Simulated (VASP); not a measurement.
A run of VASP 6.6.1:

INCAR

```
PREC = Accurate ; ENCUT = 520
EDIFF = 1E-7 ; ISMEAR = -1
SIGMA = 0.1 ; LREAL = F
LASPH = T ; NELM = 80
ALGO = Normal ; ISIF = 2
LWAVE = F ; LCHARG = F
GGA = RE ; NBANDS = 19
```

Contents of KPOINTS:

```
regular mesh
0
Gamma
  10 10 13
```

File POSCAR:

```
Os
1.0
    4.3911819754      0.0000000000      0.0000000000
   -2.1955909877      3.8028751434      0.0000000000
    0.0000000000      0.0000000000      2.7647629049
Os
3
Direct
    1.0000000000      1.0000000000      0.0000000000
    0.3333333333      0.6666666667      0.5000000000
    0.6666666667      0.3333333333      0.5000000000
```

Potentials or basis: VASP PAW PBE potentials, release 64 (Os).

Launch:

```sh
$ cat potpaw_PBE.64/Os/POTCAR > POTCAR
$ mpirun -np 1 vasp_std > vasp.out
```

Hardware: 1 thread of Intel(R) Xeon(R) 6975P-C (Granite Rapids), on a shared host.

Question: How long does it take, and how much memory?

Answer: It took 32 s on 1 thread of Intel(R) Xeon(R) 6975P-C (Granite Rapids), on a shared host, peak memory 0.22 GiB. Counts: scf iterations 14, k points 98.
